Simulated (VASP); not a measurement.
A run of VASP 6.6.1 is set up as follows.

INCAR

```
SYSTEM = Be
  ALGO = Normal
  EDIFF = 1E-6
  ENCUT = 520
  ISIF = 2
  ISMEAR = -1
  LASPH = .True.
  LCHARG = .False.
  LREAL = .False.
  LWAVE = .False.
  NBANDS = 7
  NELM = 60
  PREC = Accurate
  SIGMA = 0.1
```

KPOINTS

```
k-points
0
Gamma
  22 22 20
  0 0 0
```

File POSCAR:

```
Be
1.0
    1.9710799694      0.0000000000      0.0000000000
   -0.9855399847      1.7070053264      0.0000000000
    0.0000000000      0.0000000000      2.0736177124
Be
1
Direct
    0.0000000000      0.0000000000      0.0000000000
```

Potentials or basis: VASP PAW LDA potentials, release 64 (Be).

Command:

```bash
$ cat potpaw_LDA.64/Be/POTCAR > POTCAR
$ mpirun -np 1 vasp_std > vasp.out
```

**Question.** What does it give for the band gap on the k mesh?

**Answer.** Zero (band 1 reaches 11.32 eV, above the bottom of band 2 at 5.00 eV).

**Question.** Estimate the pressure.

**Answer.** 37.6 GPa.
